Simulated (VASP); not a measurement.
# LaRe (Pm-3m) in VASP: a series of runs, part 2 of 2

VASP 6.6.1. Earlier steps stand in the parts before.

### 3 Single point, PBEsol (21.83 Å³/atom)

This run uses another cell than the first one, of 21.83 Å³/atom.

Contents of INCAR:

```
SYSTEM = LaRe
ALGO = Normal ; EDIFF = 1E-6
ENCUT = 520 ; GGA = PS
ISIF = 2 ; ISMEAR = 0
LASPH = .True. ; LCHARG = .True.
LELF = .True. ; LREAL = .False.
LVHAR = .True. ; LWAVE = .False.
NBANDS = 16 ; NELM = 60
PREC = Accurate ; SIGMA = 0.05
```

Contents of KPOINTS:

```
k-points
0
Gamma
  8 8 8
  0 0 0
```

Contents of POSCAR:

```
LaRe
1.0
    3.5214551206      0.0000000000      0.0000000000
    0.0000000000      3.5214551206      0.0000000000
    0.0000000000      0.0000000000      3.5214551206
La Re
1 1
Direct
    0.0000000000      0.0000000000      0.0000000000
    0.5000000000      0.5000000000      0.5000000000
```

Potentials or basis: VASP PAW PBE potentials, release 64 (La, Re).

On the command line:

```
$ cat potpaw_PBE.64/La/POTCAR potpaw_PBE.64/Re/POTCAR > POTCAR
$ mpirun -np 1 vasp_std > vasp.out
```

OUTCAR:

```text
SYSTEM = LaRe
   EDIFF = 1E-6
   ENCUT = 520
   GGA = PS
   ISIF = 2
   ISMEAR = 0
   LASPH = .True.
   LREAL = .False.
   NELM = 60
   PREC = Accurate

 ion  position               nearest neighbor table
   1  0.000  0.000  0.000-   2 3.05   2 3.05   2 3.05   2 3.05   2 3.05   2 3.05   2 3.05   2 3.05

   2  0.500  0.500  0.500-   1 3.05   1 3.05   1 3.05   1 3.05   1 3.05   1 3.05   1 3.05   1 3.05

  LATTYP: Found a simple cubic cell.
 ALAT       =     3.5214551206

  Lattice vectors:

 A1 = (   3.5214551206,   0.0000000000,   0.0000000000)
 A2 = (   0.0000000000,   3.5214551206,   0.0000000000)
 A3 = (   0.0000000000,   0.0000000000,   3.5214551206)

Analysis of symmetry for initial positions (statically):
=====================================================================
 Subroutine PRICEL returns:
 Original cell was already a primitive cell.

 Routine SETGRP: Setting up the symmetry group for a
 simple cubic supercell.

 Subroutine GETGRP returns: Found 48 space group operations
 (whereof 48 operations were pure point group operations)
 out of a pool of 48 trial point group operations.

The static configuration has the point symmetry O_h .

Analysis of symmetry for dynamics (positions and initial velocities):
=====================================================================
 Subroutine PRICEL returns:
 Original cell was already a primitive cell.

 Routine SETGRP: Setting up the symmetry group for a
 simple cubic supercell.

 Subroutine GETGRP returns: Found 48 space group operations
 (whereof 48 operations were pure point group operations)
 out of a pool of 48 trial point group operations.

The dynamic configuration has the point symmetry O_h .

 Subroutine INISYM returns: Found 48 space group operations
 (whereof 48 operations are pure point group operations),
 and found     1 'primitive' translations

----------------------------------------------------------------------------------------

                                     Primitive cell

  volume of cell :      43.6683

  direct lattice vectors                    reciprocal lattice vectors
     3.521455121  0.000000000  0.000000000     0.283973518  0.000000000  0.000000000
     0.000000000  3.521455121  0.000000000     0.000000000  0.283973518  0.000000000
     0.000000000  0.000000000  3.521455121     0.000000000  0.000000000  0.283973518

  length of vectors
     3.521455121  3.521455121  3.521455121     0.283973518  0.283973518  0.283973518

  position of ions in fractional coordinates (direct lattice)
     0.000000000  0.000000000  0.000000000
     0.500000000  0.500000000  0.500000000

  ion indices of the primitive-cell ions
   primitive index   ion index
                 1           1
                 2           2

----------------------------------------------------------------------------------------

 KPOINTS: k-points

Automatic generation of k-mesh.
 Grid dimensions read from file:
 generate k-points for:    8    8    8

 Generating k-lattice:

  Cartesian coordinates                     Fractional coordinates (reciprocal lattice)
     0.035496690  0.000000000  0.000000000     0.125000000  0.000000000  0.000000000
     0.000000000  0.035496690  0.000000000     0.000000000  0.125000000  0.000000000
     0.000000000  0.000000000  0.035496690     0.000000000  0.000000000  0.125000000

  Length of vectors
     0.035496690  0.035496690  0.035496690

  Shift w.r.t. Gamma in fractional coordinates (k-lattice)
     0.000000000  0.000000000  0.000000000

 Subroutine IBZKPT returns following result:
 ===========================================

 Found     35 irreducible k-points:

 Following reciprocal coordinates:
            Coordinates               Weight
  0.000000  0.000000  0.000000      1.000000
  0.125000  0.000000  0.000000      6.000000
  0.250000  0.000000  0.000000      6.000000
  0.375000  0.000000  0.000000      6.000000
  0.500000  0.000000  0.000000      3.000000
  0.125000  0.125000  0.000000     12.000000
[... 16 lines left out ...]
  0.375000  0.375000  0.125000     24.000000
  0.500000  0.375000  0.125000     24.000000
 [... further k-points ...]
   k-points           NKPTS =     35   k-points in BZ     NKDIM =     35   number of bands    NBANDS=     16
   number of dos      NEDOS =    301   number of ions     NIONS =      2
   total plane-waves  NPLWV =  21952
   dimension x,y,z NGX =    28 NGY =   28 NGZ =   28
   dimension x,y,z NGXF=    56 NGYF=   56 NGZF=   56
   ions per type =               1   1
   NGX,Y,Z   is equivalent  to a cutoff of  13.22, 13.22, 13.22 a.u.
   NGXF,Y,Z  is equivalent  to a cutoff of  26.44, 26.44, 26.44 a.u.
 SYSTEM =  LaRe
   PREC   = accura    normal or accurate (medium, high low for compatibility)
   ISTART =      0    job   : 0-new  1-cont  2-samecut
   ICHARG =      2    charge: 1-file 2-atom 10-const
   ISPIN  =      1    spin polarized calculation?
   LNONCOLLINEAR =      F non collinear calculations
   LSORBIT =      F    spin-orbit coupling
   LASPH  =      T    aspherical Exc in radial PAW
   ENCUT  =  520.0 eV  38.22 Ry    6.18 a.u.   6.55  6.55  6.55*2*pi/ulx,y,z
   NELM   =     60;   NELMIN=  2; NELMDL= -5     # of ELM steps
   EDIFF  = 0.1E-05   stopping-criterion for ELM
   LREAL  =      F    real-space projection
[... 7 lines left out ...]
   TEBEG  =    0.0;   TEEND  =   0.0 temperature during run
   PSTRESS=    0.0 pullay stress
   NELECT =      18.0000    total number of electrons
   NUPDOWN=      -1.0000    fix difference up-down
   EMIN   =  10.00;   EMAX   =-10.00  energy-range for DOS
   EFERMI =   0.00;   METHOD = LEGACY
   ISMEAR =     0;   SIGMA  =   0.05  broadening in eV -4-tet -1-fermi 0-gaus
   EFERMI_NEDOS =   21; number of points for ismear=-14 and -15
   IALGO  =     38    algorithm
   IMIX   =      4    mixing-type and parameters
     AMIX     =   0.40;   BMIX     =  1.00
     AMIX_MAG =   1.60;   BMIX_MAG =  1.00
  volume/ion in A,a.u.               =      21.83       147.34
  Fermi-wavevector in a.u.,A,eV,Ry     =   1.218363  2.302373 20.196615  1.484409
  Thomas-Fermi vector in A             =   2.353652
   LORBIT       =      0    0 simple, 1 ext, 2 COOP (PROOUT), +10 PAW based schemes
   GGA     = PS    functional components
   LHFCALC =     F    Hartree Fock is set to
   AEXX    =    0.0000 exact exchange contribution
   IVDW    =     0    specifies the selected vdW correction
   LEPSILON=     F    determine dielectric tensor
   LRPA    =     F    only Hartree local field effects (RPA)
 non-spin polarized calculation
 Gauss-broadening in eV      SIGMA  =   0.05
  energy-cutoff  :      520.00
  volume of cell :       43.67
 maximum number of plane-waves:      1208
 NGX is ok and might be reduce to    28
   NGX = 13   NGY = 13   NGZ = 13

 number of electron      17.9999999 magnetization

 Free energy of the ion-electron system (eV)
  ---------------------------------------------------
  ext. energy  EPLUGINS =         0.00000000
  ---------------------------------------------------
  free energy    TOTEN  =       -17.00966164 eV

  energy without entropy =      -17.00364432  energy(sigma->0) =      -17.00665298

 E-fermi :   8.6950     XC(G=0): -11.8531

 val. band max:        8.6813851624   @ k =   0.3750   0.2500   0.1250
 cond. band min:       8.6994371093   @ k =   0.2500   0.0000   0.0000
 fundamental gap:      0.0180519469
 Fermi energy:         8.6950019754

 k-point     1 :       0.0000    0.0000    0.0000
  band No.  band energies     occupation
      1     -22.5401      2.00000
      2      -5.7753      2.00000
      3      -5.7753      2.00000
      4      -5.7753      2.00000
      5       3.6132      2.00000
      6       5.2005      2.00000
[... 8 lines left out ...]
     15      12.4732      0.00000
     16      12.4732      0.00000

 k-point     2 :       0.1250    0.0000    0.0000
  band No.  band energies     occupation
      1     -22.5155      2.00000
      2      -6.0590      2.00000
      3      -5.7670      2.00000
      4      -5.7670      2.00000
      5       4.0174      2.00000
      6       5.3291      2.00000
[... 8 lines left out ...]
     15      12.4684      0.00000
     16      12.4684      0.00000
[... 387 lines left out ...]
      5       5.0848      2.00000
      6       6.7233      2.00000
[... 8 lines left out ...]
     15      12.5133      0.00000
     16      12.8600      0.00000

 k-point    24 :       0.5000    0.3750    0.1250
  band No.  band energies     occupation
      1     -22.2389      2.00000
      2      -7.0247      2.00000
      3      -6.7974      2.00000
      4      -5.7634      2.00000
      5       4.8509      2.00000
      6       6.6245      2.00000
[... 8 lines left out ...]
     15      12.5735      0.00000
     16      12.8044      0.00000

 [... further k-points ...]

------------------------ aborting loop because EDIFF is reached ----------------------------------------

  FORCE on cell =-STRESS in cart. coord.  units (eV):
  Direction    XX          YY          ZZ          XY          YZ          ZX
  --------------------------------------------------------------------------------------
  -------------------------------------------------------------------------------------
  Total       -0.0422665     -0.0422665     -0.0422665      0.0000000     -0.0000000     -0.0000000
  in kB       -1.5507444     -1.5507444     -1.5507444      0.0000000     -0.0000000     -0.0000000
  external PRESSURE =      -1.5507444 kB  Pullay stress =       0.0000000 kB

 VOLUME and BASIS-vectors are now :
 -----------------------------------------------------------------------------
  energy-cutoff  :      520.00
  volume of cell :       43.67
      direct lattice vectors                 reciprocal lattice vectors
     3.521455121  0.000000000  0.000000000     0.283973518  0.000000000  0.000000000
     0.000000000  3.521455121  0.000000000     0.000000000  0.283973518  0.000000000
     0.000000000  0.000000000  3.521455121     0.000000000  0.000000000  0.283973518

 POSITION                                       TOTAL-FORCE (eV/Angst)
 -----------------------------------------------------------------------------------
      0.00000      0.00000      0.00000         0.000000      0.000000      0.000000
      1.76073      1.76073      1.76073         0.000000      0.000000      0.000000
 -----------------------------------------------------------------------------------
    total drift:                                0.000000      0.000000      0.000000

  FREE ENERGIE OF THE ION-ELECTRON SYSTEM (eV)
  ---------------------------------------------------
  free  energy   TOTEN  =       -17.0096616415 eV

  energy  without entropy=      -17.0036443243  energy(sigma->0) =      -17.00665298
```

OSZICAR:

```text
N       E                     dE             d eps       ncg     rms          rms(c)
DAV:   1     0.115939339139E+03    0.11594E+03   -0.69528E+03  1576   0.173E+03
DAV:   2    -0.531358404179E+01   -0.12125E+03   -0.11097E+03  1880   0.269E+02
DAV:   3    -0.173633895462E+02   -0.12050E+02   -0.11406E+02  1872   0.961E+01
DAV:   4    -0.184379462963E+02   -0.10746E+01   -0.99557E+00  1880   0.230E+01
DAV:   5    -0.185484172427E+02   -0.11047E+00   -0.10968E+00  1704   0.818E+00    0.214E+01
DAV:   6    -0.176863837903E+02    0.86203E+00   -0.25010E+01  2216   0.601E+01    0.487E+00
DAV:   7    -0.170395574592E+02    0.64683E+00   -0.44339E+00  2184   0.301E+01    0.509E+00
DAV:   8    -0.170459492647E+02   -0.63918E-02   -0.53011E-01  2168   0.649E+00    0.126E+00
DAV:   9    -0.170099517781E+02    0.35997E-01   -0.15595E-01  2160   0.502E+00    0.237E-01
DAV:  10    -0.170099294100E+02    0.22368E-04   -0.17655E-02  2216   0.139E+00    0.117E-01
DAV:  11    -0.170096503734E+02    0.27904E-03   -0.20146E-03  2008   0.561E-01    0.119E-02
DAV:  12    -0.170096605025E+02   -0.10129E-04   -0.11171E-04  1816   0.667E-02    0.114E-02
DAV:  13    -0.170096616054E+02   -0.11029E-05   -0.62643E-06  1264   0.233E-02    0.337E-03
DAV:  14    -0.170096616415E+02   -0.36151E-07   -0.11296E-06  1312   0.170E-02
   1 F= -.17009662E+02 E0= -.17006653E+02  d E =-.601732E-02
```

It took 18 s on 1 thread of Intel Xeon Platinum 8488C (Sapphire Rapids), shared host; peak memory 0.18 GiB.

What came out:

* Free energy: -17.0097 eV
* Pressure: -0.2 GPa
* Band gap on the k mesh: zero (bands 9 and 10 overlap by 2.12 eV)

Levels at points of the mesh, in eV from the Fermi level:
```
           k point  band 5  band 6  band 7  band 8  band 9  band 10  band 11  band 12  band 13  band 14
(0.00, 0.00, 0.00)   -5.08   -3.49   -3.49   -0.12   -0.12    -0.12     3.65     3.65     3.65     3.78
(0.50, 0.00, 0.00)   -2.22   -1.48   -1.13   -0.08   -0.08     0.14     0.48     1.46     2.71     2.71
(0.50, 0.50, 0.00)   -4.41   -2.54   -1.67   -1.67    1.48     1.56     2.67     2.67     3.72     3.75
(0.50, 0.50, 0.50)   -1.05   -1.05   -1.05    0.02    0.02     0.02     1.44     1.65     1.65     3.83
```

Caveat: the PAW data sets were made with another functional, which shifts forces and pressure a little; spin-orbit coupling is left out, which moves the levels of the heavy elements.

### 4 Single point, PBEsol (22.88 Å³/atom)

This run uses another cell than the first one, of 22.88 Å³/atom.

Contents of INCAR:

```
ALGO     = Normal         # electronic algorithm
EDIFF    = 1E-6           # SCF threshold, eV
ENCUT    = 520            # plane-wave cutoff, eV
GGA      = PS             # functional
ISIF     = 2              # what is computed and relaxed
ISMEAR   = 0              # smearing method
LASPH    = T              # aspherical terms in the spheres
LCHARG   = T              # write CHGCAR
LELF     = T              # ELF
LREAL    = F              # projectors in reciprocal space
LVHAR    = T            
LWAVE    = F              # write WAVECAR
NBANDS   = 16             # bands
NELM     = 80             # most SCF steps
PREC     = Accurate       # precision mode
SIGMA    = 0.05           # smearing width, eV
```

Contents of KPOINTS:

```
k-points
0
Gamma
  8 8 8
```

Contents of POSCAR:

```
LaRe
1.0
    3.5765768373      0.0000000000      0.0000000000
    0.0000000000      3.5765768373      0.0000000000
    0.0000000000      0.0000000000      3.5765768373
La Re
1 1
Direct
    0.0000000000      0.0000000000      0.0000000000
    0.5000000000      0.5000000000      0.5000000000
```

On the command line:

```
$ cat potpaw_PBE.64/La/POTCAR potpaw_PBE.64/Re/POTCAR > POTCAR
$ mpirun -np 1 vasp_std > vasp.out
```

Wall time 19 s (1 thread of Intel Xeon Platinum 8488C (Sapphire Rapids), shared host); peak memory 0.19 GiB.

The run converged. Its results:

| Item | Value |
| --- | --- |
| Free energy | -16.9788 eV |
| Pressure | -4.5 GPa |
| Band gap on the k mesh | zero (bands 9 and 10 overlap by 2.01 eV) |

Levels at points of the mesh, in eV from the Fermi level:
| k point | band 6 | band 7 | band 8 | band 9 | band 10 | band 11 | band 12 | band 13 |
| --- | --- | --- | --- | --- | --- | --- | --- | --- |
| (0.00, 0.00, 0.00) | -3.21 | -3.21 | -0.06 | -0.06 | -0.06 | 3.57 | 3.57 | 3.57 |
| (0.50, 0.00, 0.00) | -1.59 | -1.14 | -0.06 | -0.06 | 0.19 | 0.62 | 1.40 | 2.69 |
| (0.50, 0.50, 0.00) | -2.40 | -1.51 | -1.51 | 1.41 | 1.50 | 2.59 | 2.59 | 3.62 |
| (0.50, 0.50, 0.50) | -0.93 | -0.93 | -0.05 | -0.05 | -0.05 | 1.37 | 1.58 | 1.58 |

Caveat: the cell stands under tension; the PAW data sets were made with another functional, which shifts forces and pressure a little; spin-orbit coupling is left out, which moves the levels of the heavy elements.

### 5 Single point, PBEsol

This run uses another cell than the first one, of 24.35 Å³/atom.

Contents of INCAR:

```
SYSTEM = LaRe
ALGO = Normal
EDIFF = 1E-7
ENCUT = 520
GGA = PS
ISIF = 2
ISMEAR = 0
LASPH = .True.
LCHARG = .False.
LREAL = .False.
LWAVE = .False.
NBANDS = 16
NELM = 60
PREC = Accurate
SIGMA = 0.05
```

Contents of KPOINTS:

```
k-points
0
Gamma
  8 8 8
  0 0 0
```

Contents of POSCAR:

```
LaRe
1.0
    3.6519724124      0.0000000000      0.0000000000
    0.0000000000      3.6519724124      0.0000000000
    0.0000000000      0.0000000000      3.6519724124
La Re
1 1
Direct
    0.0000000000      0.0000000000      0.0000000000
    0.5000000000      0.5000000000      0.5000000000
```

On the command line:

```
$ cat potpaw_PBE.64/La/POTCAR potpaw_PBE.64/Re/POTCAR > POTCAR
$ mpirun -np 1 vasp_std > vasp.out
```

It took 22 s on 1 thread of Intel Xeon Platinum 8488C (Sapphire Rapids), shared host; peak memory 0.19 GiB.

Results (log left out):

```
Free energy            : -16.8505 eV
Pressure               : -9.2 GPa
Band gap on the k mesh : zero (bands 9 and 10 overlap by 1.83 eV)
```

Levels at points of the mesh, in eV from the Fermi level:
| k point | band 6 | band 7 | band 8 | band 9 | band 10 | band 11 | band 12 | band 13 |
| --- | --- | --- | --- | --- | --- | --- | --- | --- |
| (0.00, 0.00, 0.00) | -2.87 | -2.87 | 0.00 | 0.00 | 0.00 | 3.45 | 3.45 | 3.45 |
| (0.50, 0.00, 0.00) | -1.72 | -1.15 | -0.03 | -0.03 | 0.25 | 0.77 | 1.32 | 2.65 |
| (0.50, 0.50, 0.00) | -2.22 | -1.31 | -1.31 | 1.32 | 1.42 | 2.46 | 2.46 | 3.48 |
| (0.50, 0.50, 0.50) | -0.78 | -0.78 | -0.13 | -0.13 | -0.13 | 1.28 | 1.49 | 1.49 |

Caveat: the cell stands under tension; the PAW data sets were made with another functional, which shifts forces and pressure a little; spin-orbit coupling is left out, which moves the levels of the heavy elements.

### 6 Summary

| cell | gap on the mesh (eV) | pressure (GPa) |
| --- | --- | --- |
| a = 3.474 Å, 2 atoms | none | 4.5 |
| a = 3.521 Å, 2 atoms | none | -0.2 |
| a = 3.577 Å, 2 atoms | none | -4.5 |
| a = 3.652 Å, 2 atoms | none | -9.2 |

Alike in all rows: task single point; level PBEsol; potentials or basis VASP PAW PBE potentials, release 64 (La, Re); no spin polarisation; k mesh 8 × 8 × 8; cutoff (eV) 520; smearing gaussian 0.05 eV.

Caveats: the PAW data sets were made with another functional, which shifts forces and pressure a little; spin-orbit coupling is left out, which moves the levels of the heavy elements; the cell stands under tension (at least some runs); the cell stands under pressure (at least some runs).

Total energies depend on the potentials used, so only differences within one code and one set of settings carry meaning.

The gap in the log of VASP goes by the Fermi energy; the results here count the filled bands.